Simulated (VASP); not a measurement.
# Nb16O (a cell with a defect) in VASP: single point with PBE

Aim: the single point of Nb16O (a cell with a defect) with PBE.

Program: VASP 6.6.1. These are calculated values, not measurements. Logs are shortened: lines on timing, memory, paths and dates and some standing lists are left out, and cuts for length are marked.

**1. The cell of the first run**

The cell holds a defect, 17 atoms: a = 6.617 Å, b = 6.617 Å, c = 6.617 Å, α = 90.00°, β = 90.00°, γ = 90.00°.

**2. Single point, PBE**

Input file INCAR:

```
PREC     = Accurate       # precision mode
ENCUT    = 520            # plane-wave cutoff, eV
EDIFF    = 1E-6           # SCF threshold, eV
ISMEAR   = 1              # smearing method
SIGMA    = 0.1            # smearing width, eV
LREAL    = Auto         
LASPH    = True           # aspherical terms in the spheres
NELM     = 80             # most SCF steps
ALGO     = Normal         # electronic algorithm
ISIF     = 2              # what is computed and relaxed
LWAVE    = False          # write WAVECAR
LCHARG   = False          # write CHGCAR
GGA      = PE             # functional
NBANDS   = 121            # bands
```

Input file KPOINTS:

```
regular mesh
0
Gamma
  3 3 3
```

Input file POSCAR:

```
Nb16O
1.0
    6.6171497900      0.0000000000      0.0000000000
    0.0000000000      6.6171497900      0.0000000000
    0.0000000000      0.0000000000      6.6171497900
Nb O
16 1
Direct
   -0.0041782340      0.0001656302     -0.0001949480
    0.2503564303      0.2436842222      0.2433330136
    0.0012831809      0.0001889031      0.4997860265
    0.2503836323      0.2436901160      0.7562561161
    0.0012691265      0.5001697264     -0.0001713729
    0.2503621729      0.7565784603      0.2433543219
    0.0446746725      0.5001129044      0.4998227492
    0.2503860503      0.7565755890      0.7562311809
    0.5050142593      0.0001610965     -0.0002150473
    0.7503535748      0.2508844522      0.2504797462
    0.4994907332      0.0001712218      0.4998077881
    0.7503851594      0.2508855100      0.7491036409
    0.4995022185      0.5001762247     -0.0002422493
    0.7503484366      0.7494480490      0.2505539473
    0.4559550706      0.5001077662      0.4997523261
    0.7503880307      0.7494482001      0.7490283819
    0.7503112605      0.5004657753      0.4997938848
```

Potentials or basis: VASP PAW PBE potentials, release 64 (Nb_sv, O).

Started as:

```bash
cat potpaw_PBE.64/Nb_sv/POTCAR potpaw_PBE.64/O/POTCAR > POTCAR
mpirun -np 1 vasp_std > vasp.out
```

OUTCAR:

```text
PREC = Accurate
   ENCUT = 520
   EDIFF = 1E-6
   ISMEAR = 1
   LREAL = Auto
   LASPH = True
   NELM = 80
   ISIF = 2
   GGA = PE

 ion  position               nearest neighbor table
   1  0.996  0.000  1.000-   2 2.83   4 2.83   6 2.83   8 2.83  12 2.85  10 2.85  16 2.85  14 2.85

   2  0.250  0.244  0.243-  15 2.76   7 2.76   1 2.83   9 2.83   3 2.86   5 2.86  11 2.86  13 2.86

   3  0.001  0.000  0.500-   2 2.86   4 2.86   6 2.86   8 2.86  16 2.87  14 2.87  12 2.87  10 2.87

   4  0.250  0.244  0.756-  15 2.76   7 2.76   1 2.83   9 2.83   3 2.86  11 2.86  13 2.86   5 2.86

   5  0.001  0.500  1.000-   6 2.86   2 2.86   8 2.86   4 2.86  10 2.87  12 2.87  14 2.87  16 2.87

   6  0.250  0.757  0.243-  15 2.76   7 2.76   1 2.83   9 2.83   5 2.86   3 2.86  13 2.86  11 2.86
[... 15 lines left out ...]
  14  0.750  0.749  0.251-  17 2.33   9 2.85   1 2.85  11 2.87   3 2.87  13 2.87   5 2.87   7 3.04
                            15 3.04
  15  0.456  0.500  0.500-  17 1.95   7 2.72   2 2.76   6 2.76   4 2.76   8 2.76  10 3.04  14 3.04
                            12 3.04  16 3.04
  16  0.750  0.749  0.749-  17 2.33   9 2.85   1 2.85  11 2.87   3 2.87  13 2.87   5 2.87   7 3.04
                            15 3.04
  17  0.750  0.500  0.500-  15 1.95   7 1.95  16 2.33  14 2.33  12 2.33  10 2.33

  LATTYP: Found a simple cubic cell.
 ALAT       =     6.6171497900

  Lattice vectors:

 A1 = (   6.6171497900,   0.0000000000,   0.0000000000)
 A2 = (   0.0000000000,   6.6171497900,   0.0000000000)
 A3 = (   0.0000000000,   0.0000000000,   6.6171497900)

Analysis of symmetry for initial positions (statically):
=====================================================================
 Subroutine PRICEL returns:
 Original cell was already a primitive cell.

 Routine SETGRP: Setting up the symmetry group for a
 simple cubic supercell.

 Subroutine GETGRP returns: Found  1 space group operations
 (whereof  1 operations were pure point group operations)
 out of a pool of 48 trial point group operations.

The static configuration has the point symmetry C_1 .

Analysis of symmetry for dynamics (positions and initial velocities):
=====================================================================
 Subroutine PRICEL returns:
 Original cell was already a primitive cell.

 Routine SETGRP: Setting up the symmetry group for a
 simple cubic supercell.

 Subroutine GETGRP returns: Found  1 space group operations
 (whereof  1 operations were pure point group operations)
 out of a pool of 48 trial point group operations.

The dynamic configuration has the point symmetry C_1 .

 Subroutine INISYM returns: Found  1 space group operations
 (whereof  1 operations are pure point group operations),
 and found     1 'primitive' translations

----------------------------------------------------------------------------------------

                                     Primitive cell

  volume of cell :     289.7430

  direct lattice vectors                    reciprocal lattice vectors
     6.617149790  0.000000000  0.000000000     0.151122467  0.000000000  0.000000000
     0.000000000  6.617149790  0.000000000     0.000000000  0.151122467  0.000000000
     0.000000000  0.000000000  6.617149790     0.000000000  0.000000000  0.151122467

  length of vectors
     6.617149790  6.617149790  6.617149790     0.151122467  0.151122467  0.151122467

  position of ions in fractional coordinates (direct lattice)
     0.995821766  0.000165630  0.999805052
     0.250356430  0.243684222  0.243333014
     0.001283181  0.000188903  0.499786026
     0.250383632  0.243690116  0.756256116
     0.001269126  0.500169726  0.999828627
     0.250362173  0.756578460  0.243354322
[... 9 lines left out ...]
     0.750388031  0.749448200  0.749028382
     0.750311260  0.500465775  0.499793885

  ion indices of the primitive-cell ions
   primitive index   ion index
                 1           1
                 2           2
                 3           3
                 4           4
                 5           5
                 6           6
[... 9 lines left out ...]
                16          16
                17          17

----------------------------------------------------------------------------------------

 KPOINTS: regular mesh

Automatic generation of k-mesh.
 Grid dimensions read from file:
 generate k-points for:    3    3    3

 Generating k-lattice:

  Cartesian coordinates                     Fractional coordinates (reciprocal lattice)
     0.050374156  0.000000000  0.000000000     0.333333333  0.000000000  0.000000000
     0.000000000  0.050374156  0.000000000     0.000000000  0.333333333  0.000000000
     0.000000000  0.000000000  0.050374156     0.000000000  0.000000000  0.333333333

  Length of vectors
     0.050374156  0.050374156  0.050374156

  Shift w.r.t. Gamma in fractional coordinates (k-lattice)
     0.000000000  0.000000000  0.000000000

 Subroutine IBZKPT returns following result:
 ===========================================

 Found     14 irreducible k-points:

 Following reciprocal coordinates:
            Coordinates               Weight
  0.000000  0.000000  0.000000      1.000000
  0.333333  0.000000  0.000000      2.000000
  0.000000  0.333333  0.000000      2.000000
  0.000000  0.000000  0.333333      2.000000
  0.333333  0.333333  0.000000      2.000000
  0.000000  0.333333  0.333333      2.000000
  0.333333  0.000000  0.333333      2.000000
 -0.333333  0.333333  0.000000      2.000000
 -0.333333  0.000000  0.333333      2.000000
  0.000000 -0.333333  0.333333      2.000000
  0.333333  0.333333  0.333333      2.000000
 -0.333333  0.333333  0.333333      2.000000
 -0.333333 -0.333333  0.333333      2.000000
  0.333333 -0.333333  0.333333      2.000000
   k-points           NKPTS =     14   k-points in BZ     NKDIM =     14   number of bands    NBANDS=    121
   number of dos      NEDOS =    301   number of ions     NIONS =     17
   total plane-waves  NPLWV = 125000
   dimension x,y,z NGX =    50 NGY =   50 NGZ =   50
   dimension x,y,z NGXF=   100 NGYF=  100 NGZF=  100
   ions per type =              16   1
   NGX,Y,Z   is equivalent  to a cutoff of  12.56, 12.56, 12.56 a.u.
   NGXF,Y,Z  is equivalent  to a cutoff of  25.12, 25.12, 25.12 a.u.
 SYSTEM =  unknown system
   PREC   = accura    normal or accurate (medium, high low for compatibility)
   ISTART =      0    job   : 0-new  1-cont  2-samecut
   ICHARG =      2    charge: 1-file 2-atom 10-const
   ISPIN  =      1    spin polarized calculation?
   LNONCOLLINEAR =      F non collinear calculations
   LSORBIT =      F    spin-orbit coupling
   LASPH  =      T    aspherical Exc in radial PAW
   ENCUT  =  520.0 eV  38.22 Ry    6.18 a.u.  12.30 12.30 12.30*2*pi/ulx,y,z
   NELM   =     80;   NELMIN=  2; NELMDL= -5     # of ELM steps
   EDIFF  = 0.1E-05   stopping-criterion for ELM
   LREAL  =      T    real-space projection
   EDIFFG = 0.1E-04   stopping-criterion for IOM
   NSW    =      0    number of steps for IOM
   IBRION =     -1    ionic relax: 0-MD 1-quasi-New 2-CG
   NFREE  =      0    steps in history (QN), initial steepest desc. (CG)
   ISIF   =      2    stress and relaxation
   ISYM   =      2    0-nonsym 1-usesym 2-fastsym
   POTIM  = 0.5000    time-step for ionic-motion
   TEBEG  =    0.0;   TEEND  =   0.0 temperature during run
   PSTRESS=    0.0 pullay stress
   NELECT =     214.0000    total number of electrons
   NUPDOWN=      -1.0000    fix difference up-down
   EMIN   =  10.00;   EMAX   =-10.00  energy-range for DOS
   EFERMI =   0.00;   METHOD = LEGACY
   ISMEAR =     1;   SIGMA  =   0.10  broadening in eV -4-tet -1-fermi 0-gaus
   EFERMI_NEDOS =   21; number of points for ismear=-14 and -15
   IALGO  =     38    algorithm
   IMIX   =      4    mixing-type and parameters
     AMIX     =   0.40;   BMIX     =  1.00
     AMIX_MAG =   1.60;   BMIX_MAG =  1.00
  volume/ion in A,a.u.               =      17.04       115.02
  Fermi-wavevector in a.u.,A,eV,Ry     =   1.479819  2.796452 29.794893  2.189863
  Thomas-Fermi vector in A             =   2.593929
   LORBIT       =      0    0 simple, 1 ext, 2 COOP (PROOUT), +10 PAW based schemes
   GGA     = PE    functional components
   LHFCALC =     F    Hartree Fock is set to
   AEXX    =    0.0000 exact exchange contribution
   IVDW    =     0    specifies the selected vdW correction
   LEPSILON=     F    determine dielectric tensor
   LRPA    =     F    only Hartree local field effects (RPA)
 non-spin polarized calculation
 Methfessel and Paxton  Order N= 1 SIGMA  =   0.10
  energy-cutoff  :      520.00
  volume of cell :      289.74
 maximum number of plane-waves:      7814
 NGX is ok and might be reduce to    50
   NGX = 25   NGY = 25   NGZ = 25

 number of electron     214.0000012 magnetization

 Free energy of the ion-electron system (eV)
  ---------------------------------------------------
  ext. energy  EPLUGINS =         0.00000000
  ---------------------------------------------------
  free energy    TOTEN  =      -171.74047416 eV

  energy without entropy =     -171.74611201  energy(sigma->0) =     -171.74235344

 E-fermi :  11.4987     XC(G=0): -12.5840

 val. band max:       11.4706483863   @ k =   0.0000   0.0000   0.3333
 cond. band min:      11.5056237378   @ k =   0.0000   0.0000   0.0000
 fundamental gap:      0.0349753514
 Fermi energy:        11.4986797388

 k-point     1 :       0.0000    0.0000    0.0000
  band No.  band energies     occupation
      1     -43.1247      2.00000
      2     -43.0151      2.00000
      3     -43.0127      2.00000
      4     -43.0126      2.00000
      5     -42.9929      2.00000
      6     -42.9337      2.00000
[... 1697 lines left out ...]
    118      13.6019      0.00000
    119      13.7338      0.00000
 [bands above 119 left out]

------------------------ aborting loop because EDIFF is reached ----------------------------------------

  FORCE on cell =-STRESS in cart. coord.  units (eV):
  Direction    XX          YY          ZZ          XY          YZ          ZX
  --------------------------------------------------------------------------------------
  -------------------------------------------------------------------------------------
  Total       18.4385627      4.3393813      4.3415325     -0.0006270      0.0008238      0.0001907
  in kB      101.9588082     23.9952620     24.0071573     -0.0034669      0.0045555      0.0010543
  external PRESSURE =      49.9870758 kB  Pullay stress =       0.0000000 kB

 VOLUME and BASIS-vectors are now :
 -----------------------------------------------------------------------------
  energy-cutoff  :      520.00
  volume of cell :      289.74
      direct lattice vectors                 reciprocal lattice vectors
     6.617149790  0.000000000  0.000000000     0.151122467  0.000000000  0.000000000
     0.000000000  6.617149790  0.000000000     0.000000000  0.151122467  0.000000000
     0.000000000  0.000000000  6.617149790     0.000000000  0.000000000  0.151122467

 POSITION                                       TOTAL-FORCE (eV/Angst)
 -----------------------------------------------------------------------------------
      6.58950      0.00110      6.61586        -0.007455     -0.000465     -0.000282
      1.65665      1.61249      1.61017         0.000733     -0.002789     -0.003826
      0.00849      0.00125      3.30716         0.000599     -0.001364      0.001540
      1.65683      1.61253      5.00426         0.000211     -0.003441      0.003374
      0.00840      3.30970      6.61602         0.001421      0.000108     -0.002547
      1.65668      5.00639      1.61031         0.000076      0.004875     -0.004226
[... 9 lines left out ...]
      4.96543      4.95921      4.95643         0.000224      0.003130      0.004285
      4.96492      3.31166      3.30721         0.001133     -0.006565     -0.000258
 -----------------------------------------------------------------------------------
    total drift:                                0.007891     -0.001079      0.001721

  FREE ENERGIE OF THE ION-ELECTRON SYSTEM (eV)
  ---------------------------------------------------
  free  energy   TOTEN  =      -171.7404741595 eV

  energy  without entropy=     -171.7461120059  energy(sigma->0) =     -171.74235344
```

Wall time 21 min (1 thread of Intel Xeon Platinum 8259CL at 2.50GHz (Skylake/Cascade Lake), shared host); peak memory 0.51 GiB.

Results:

```
Free energy            : -171.7405 eV
Pressure               : 5.0 GPa
Largest force          : 0.032 eV/Å
Band gap on the k mesh : zero (bands 107 and 108 overlap by 1.13 eV)
```

Forces on the atoms (eV/Å):
```
Nb  -0.007  0.000  0.000
Nb   0.001 -0.003 -0.004
Nb   0.001 -0.001  0.002
Nb   0.000 -0.003  0.003
Nb   0.001  0.000 -0.003
Nb   0.000  0.005 -0.004
Nb  -0.027  0.001 -0.002
Nb   0.000  0.005  0.004
Nb   0.003  0.000  0.000
Nb   0.002  0.000  0.000
Nb  -0.004  0.000 -0.002
Nb   0.000 -0.001  0.001
Nb  -0.005 -0.001  0.003
Nb   0.003  0.001 -0.003
Nb   0.032  0.001  0.002
Nb   0.000  0.003  0.004
O    0.001 -0.007  0.000
```

Stress tensor (GPa, compression positive):
```
10.20  0.00  0.00
 0.00  2.40  0.00
 0.00  0.00  2.40
```

The gap in the log of VASP goes by the Fermi energy; the results here count the filled bands.